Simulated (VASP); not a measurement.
# Mg (P6_3/mmc) in VASP: single point with PBEsol

Aim: the single point of Mg with PBEsol.

Program: VASP 6.6.1. These are calculated values, not measurements. Logs are shortened: lines on timing, memory, paths and dates and some standing lists are left out, and cuts for length are marked.

## Step 1: The cell of the first run

Symmetry: P6_3/mmc, No. 194, hexagonal system. The conventional cell has a = 3.198 Å, b = 3.198 Å, c = 5.180 Å, α = 90.00°, β = 90.00°, γ = 120.00°. Within 4.2 Å of Mg (site symmetry -6m2) lie 12 Mg at 3.18 to 3.20 Å.

## Step 2: Single point, PBEsol

INCAR reads:

```
SYSTEM = Mg
  ALGO = Normal
  EDIFF = 1E-6
  ENCUT = 600
  GGA = PS
  GGA_COMPAT = .False.
  ISIF = 2
  ISMEAR = -1
  LASPH = .True.
  LCHARG = .False.
  LREAL = .False.
  LWAVE = .False.
  NBANDS = 9
  NELM = 120
  PREC = Accurate
  SIGMA = 0.0816
```

KPOINTS reads:

```
k-points
0
Gamma
  9 9 5
  0 0 0
```

POSCAR reads:

```
Mg
1.0
    3.1976727045      0.0000000000      0.0000000000
   -1.5988363523      2.7692657951      0.0000000000
    0.0000000000      0.0000000000      5.1802297813
Mg
2
Direct
    0.3333333330      0.6666666670      0.2500000000
    0.6666666670      0.3333333330      0.7500000000
```

Potentials or basis: VASP PAW PBE potentials, release 64 (Mg).

On the command line:

```console
cat potpaw_PBE.64/Mg/POTCAR > POTCAR
mpirun -np 1 vasp_std > vasp.out
```

OUTCAR:

```text
SYSTEM = Mg
   EDIFF = 1E-6
   ENCUT = 600
   GGA = PS
   ISIF = 2
   ISMEAR = -1
   LASPH = .True.
   LREAL = .False.
   NELM = 120
   PREC = Accurate

 ion  position               nearest neighbor table
   1  0.333  0.667  0.250-   2 3.18   2 3.18   2 3.18   2 3.18   2 3.18   2 3.18
   2  0.667  0.333  0.750-   1 3.18   1 3.18   1 3.18   1 3.18   1 3.18   1 3.18

  LATTYP: Found a hexagonal cell.
 ALAT       =     3.1976727045
 C/A-ratio  =     1.6200000000

  Lattice vectors:

 A1 = (   3.1976727045,   0.0000000000,   0.0000000000)
 A2 = (  -1.5988363523,   2.7692657951,   0.0000000000)
 A3 = (   0.0000000000,   0.0000000000,   5.1802297813)

Analysis of symmetry for initial positions (statically):
=====================================================================
 Subroutine PRICEL returns:
 Original cell was already a primitive cell.

 Routine SETGRP: Setting up the symmetry group for a
 hexagonal supercell.

 Subroutine GETGRP returns: Found 24 space group operations
 (whereof 12 operations were pure point group operations)
 out of a pool of 24 trial point group operations.

The static configuration has the point symmetry D_3d.
 The point group associated with its full space group is D_6h.

Analysis of symmetry for dynamics (positions and initial velocities):
=====================================================================
 Subroutine PRICEL returns:
 Original cell was already a primitive cell.

 Routine SETGRP: Setting up the symmetry group for a
 hexagonal supercell.

 Subroutine GETGRP returns: Found 24 space group operations
 (whereof 12 operations were pure point group operations)
 out of a pool of 24 trial point group operations.

The dynamic configuration has the point symmetry D_3d.
 The point group associated with its full space group is D_6h.

 Subroutine INISYM returns: Found 24 space group operations
 (whereof 12 operations are pure point group operations),
 and found     1 'primitive' translations

----------------------------------------------------------------------------------------

                                     Primitive cell

  volume of cell :      45.8720

  direct lattice vectors                    reciprocal lattice vectors
     3.197672704  0.000000000  0.000000000     0.312727440  0.180553272  0.000000000
    -1.598836352  2.769265795  0.000000000     0.000000000  0.361106544  0.000000000
     0.000000000  0.000000000  5.180229781     0.000000000  0.000000000  0.193041630

  length of vectors
     3.197672704  3.197672705  5.180229781     0.361106544  0.361106544  0.193041630

  position of ions in fractional coordinates (direct lattice)
     0.333333333  0.666666667  0.250000000
     0.666666667  0.333333333  0.750000000

  ion indices of the primitive-cell ions
   primitive index   ion index
                 1           1
                 2           2

----------------------------------------------------------------------------------------

 KPOINTS: k-points

Automatic generation of k-mesh.
 Grid dimensions read from file:
 generate k-points for:    9    9    5

 Generating k-lattice:

  Cartesian coordinates                     Fractional coordinates (reciprocal lattice)
     0.034747493  0.020061475  0.000000000     0.111111111  0.000000000  0.000000000
     0.000000000  0.040122949  0.000000000     0.000000000  0.111111111  0.000000000
     0.000000000  0.000000000  0.038608326     0.000000000  0.000000000  0.200000000

  Length of vectors
     0.040122949  0.040122949  0.038608326

  Shift w.r.t. Gamma in fractional coordinates (k-lattice)
     0.000000000  0.000000000  0.000000000

 Subroutine IBZKPT returns following result:
 ===========================================

 Found     36 irreducible k-points:

 Following reciprocal coordinates:
            Coordinates               Weight
  0.000000  0.000000  0.000000      1.000000
  0.111111  0.000000  0.000000      6.000000
  0.222222  0.000000  0.000000      6.000000
  0.333333  0.000000  0.000000      6.000000
  0.444444  0.000000  0.000000      6.000000
  0.111111  0.111111  0.000000      6.000000
[... 16 lines left out ...]
  0.333333  0.222222  0.200000     24.000000
  0.333333  0.333333  0.200000      4.000000
 [... further k-points ...]
   k-points           NKPTS =     36   k-points in BZ     NKDIM =     36   number of bands    NBANDS=      9
   number of dos      NEDOS =    301   number of ions     NIONS =      2
   total plane-waves  NPLWV =  32928
   dimension x,y,z NGX =    28 NGY =   28 NGZ =   42
   dimension x,y,z NGXF=    56 NGYF=   56 NGZF=   84
   ions per type =               2
   NGX,Y,Z   is equivalent  to a cutoff of  14.56, 14.56, 13.48 a.u.
   NGXF,Y,Z  is equivalent  to a cutoff of  29.11, 29.11, 26.96 a.u.
 SYSTEM =  Mg
   PREC   = accura    normal or accurate (medium, high low for compatibility)
   ISTART =      0    job   : 0-new  1-cont  2-samecut
   ICHARG =      2    charge: 1-file 2-atom 10-const
   ISPIN  =      1    spin polarized calculation?
   LNONCOLLINEAR =      F non collinear calculations
   LSORBIT =      F    spin-orbit coupling
   LASPH  =      T    aspherical Exc in radial PAW
   ENCUT  =  600.0 eV  44.10 Ry    6.64 a.u.   6.39  6.39 10.35*2*pi/ulx,y,z
   NELM   =    120;   NELMIN=  2; NELMDL= -5     # of ELM steps
   EDIFF  = 0.1E-05   stopping-criterion for ELM
   LREAL  =      F    real-space projection
   EDIFFG = 0.1E-04   stopping-criterion for IOM
   NSW    =      0    number of steps for IOM
   IBRION =     -1    ionic relax: 0-MD 1-quasi-New 2-CG
   NFREE  =      0    steps in history (QN), initial steepest desc. (CG)
   ISIF   =      2    stress and relaxation
   ISYM   =      2    0-nonsym 1-usesym 2-fastsym
   POTIM  = 0.5000    time-step for ionic-motion
   TEBEG  =    0.0;   TEEND  =   0.0 temperature during run
   PSTRESS=    0.0 pullay stress
   NELECT =       4.0000    total number of electrons
   NUPDOWN=      -1.0000    fix difference up-down
   EMIN   =  10.00;   EMAX   =-10.00  energy-range for DOS
   EFERMI =   0.00;   METHOD = LEGACY
   ISMEAR =    -1;   SIGMA  =   0.08  broadening in eV -4-tet -1-fermi 0-gaus
   EFERMI_NEDOS =   21; number of points for ismear=-14 and -15
   IALGO  =     38    algorithm
   IMIX   =      4    mixing-type and parameters
     AMIX     =   0.40;   BMIX     =  1.00
     AMIX_MAG =   1.60;   BMIX_MAG =  1.00
  volume/ion in A,a.u.               =      22.94       154.78
  Fermi-wavevector in a.u.,A,eV,Ry     =   0.725959  1.371864  7.170500  0.527017
  Thomas-Fermi vector in A             =   1.816812
   LORBIT       =      0    0 simple, 1 ext, 2 COOP (PROOUT), +10 PAW based schemes
   GGA     = PS    functional components
   LHFCALC =     F    Hartree Fock is set to
   AEXX    =    0.0000 exact exchange contribution
   IVDW    =     0    specifies the selected vdW correction
   LEPSILON=     F    determine dielectric tensor
   LRPA    =     F    only Hartree local field effects (RPA)
 non-spin polarized calculation
  energy-cutoff  :      600.00
  volume of cell :       45.87
 maximum number of plane-waves:      1547
 NGX is ok and might be reduce to    28
   NGX = 13   NGY = 13   NGZ = 21

 number of electron       4.0000000 magnetization

 Free energy of the ion-electron system (eV)
  ---------------------------------------------------
  ext. energy  EPLUGINS =         0.00000000
  ---------------------------------------------------
  free energy    TOTEN  =        -3.44876647 eV

  energy without entropy =       -3.42986864  energy(sigma->0) =       -3.43931756

 E-fermi :   2.5451     XC(G=0):  -8.5365

 val. band max:        2.5302769949   @ k =   0.4444   0.0000   0.4000
 cond. band min:       2.6482784345   @ k =   0.4444   0.1111   0.4000
 fundamental gap:      0.1180014396
 Fermi energy:         2.5450692213

 k-point     1 :       0.0000    0.0000    0.0000
  band No.  band energies     occupation
      1      -4.3362      2.00000
      2       0.9206      2.00000
      3       1.3792      2.00000
      4      13.5045      0.00000
      5      13.5045      0.00000
      6      13.6186      0.00000
      7      13.6186      0.00000
      8      14.4316      0.00000
      9      16.0181      0.00000

 k-point     2 :       0.1111    0.0000    0.0000
  band No.  band energies     occupation
      1      -4.0936      2.00000
      2       1.1423      2.00000
      3       1.6144      1.99998
      4      10.3836      0.00000
      5      11.9361      0.00000
      6      12.7297      0.00000
      7      15.0977      0.00000
      8      15.2666      0.00000
      9      15.4820      0.00000

 k-point     3 :       0.2222    0.0000    0.0000
  band No.  band energies     occupation
      1      -3.3694      2.00000
      2       1.8081      1.99976
      3       2.3010      1.90435
      4       7.1368      0.00000
      5      10.7163      0.00000
      6      11.0519      0.00000
      7      11.8589      0.00000
      8      13.2869      0.00000
      9      15.2404      0.00000

 k-point     4 :       0.3333    0.0000    0.0000
  band No.  band energies     occupation
      1      -2.1747      2.00000
      2       2.9193      0.02018
      3       3.1888      0.00075
      4       4.4895      0.00000
      5       8.9682      0.00000
      6       9.1402      0.00000
      7       9.9052      0.00000
      8      11.6709      0.00000
      9      14.3233      0.00000
[... 205 lines left out ...]
 k-point    22 :       0.2222    0.2222    0.2000
  band No.  band energies     occupation
      1      -1.2475      2.00000
      2       1.9272      1.99897
      3       4.8784      0.00000
      4       4.8803      0.00000
      5       6.4610      0.00000
      6       8.2199      0.00000
      7       8.4052      0.00000
      8      12.3135      0.00000
      9      12.5958      0.00000

 k-point    23 :       0.3333    0.2222    0.2000
  band No.  band energies     occupation
      1       0.3792      2.00000
      2       2.3614      1.80937
      3       3.5622      0.00001
      4       4.5331      0.00000
      5       5.7518      0.00000
      6       7.4646      0.00000
      7       8.3923      0.00000
      8      10.1341      0.00000
      9      12.0719      0.00000

 k-point    24 :       0.3333    0.3333    0.2000
  band No.  band energies     occupation
      1       2.1712      1.97974
      2       2.1872      1.97539
      3       2.1872      1.97539
      4       5.2863      0.00000
      5       5.6039      0.00000
      6       5.6039      0.00000
      7       9.5047      0.00000
      8      10.1010      0.00000
      9      10.1010      0.00000

 [... further k-points ...]

------------------------ aborting loop because EDIFF is reached ----------------------------------------

  FORCE on cell =-STRESS in cart. coord.  units (eV):
  Direction    XX          YY          ZZ          XY          YZ          ZX
  --------------------------------------------------------------------------------------
  -------------------------------------------------------------------------------------
  Total       -0.2254273     -0.2254273     -0.1626595      0.0000000      0.0000000      0.0000000
  in kB       -7.8735301     -7.8735301     -5.6812292      0.0000000      0.0000000      0.0000000
  external PRESSURE =      -7.1427631 kB  Pullay stress =       0.0000000 kB

 VOLUME and BASIS-vectors are now :
 -----------------------------------------------------------------------------
  energy-cutoff  :      600.00
  volume of cell :       45.87
      direct lattice vectors                 reciprocal lattice vectors
     3.197672704  0.000000000  0.000000000     0.312727440  0.180553272  0.000000000
    -1.598836352  2.769265795  0.000000000     0.000000000  0.361106544  0.000000000
     0.000000000  0.000000000  5.180229781     0.000000000  0.000000000  0.193041630

 POSITION                                       TOTAL-FORCE (eV/Angst)
 -----------------------------------------------------------------------------------
     -0.00000      1.84618      1.29506        -0.000000      0.000000      0.000000
      1.59884      0.92309      3.88517         0.000000      0.000000      0.000000
 -----------------------------------------------------------------------------------
    total drift:                                0.000000     -0.000000      0.000000

  FREE ENERGIE OF THE ION-ELECTRON SYSTEM (eV)
  ---------------------------------------------------
  free  energy   TOTEN  =        -3.4487664749 eV

  energy  without entropy=       -3.4298686400  energy(sigma->0) =       -3.43931756
```

Run time: 14 s. Hardware: 1 thread of Intel Xeon 8259CL, shared host; peak memory 0.17 GiB.

Results:

```
Free energy            : -3.4488 eV
Pressure               : -0.7 GPa
Band gap on the k mesh : zero (bands 2 and 3 overlap by 2.21 eV)
```

Stress tensor (GPa, compression positive):
```
-0.79  0.00  0.00
 0.00 -0.79  0.00
 0.00  0.00 -0.57
```

Levels at points of the mesh, in eV from the Fermi level:
```csv
k point,band 1,band 2,band 3,band 4,band 5,band 6,band 7
"(0.00, 0.00, 0.00)",-6.88,-1.62,-1.17,10.96,10.96,11.07,11.07
```

Caveat: the PAW data sets were made with another functional, which shifts forces and pressure a little.
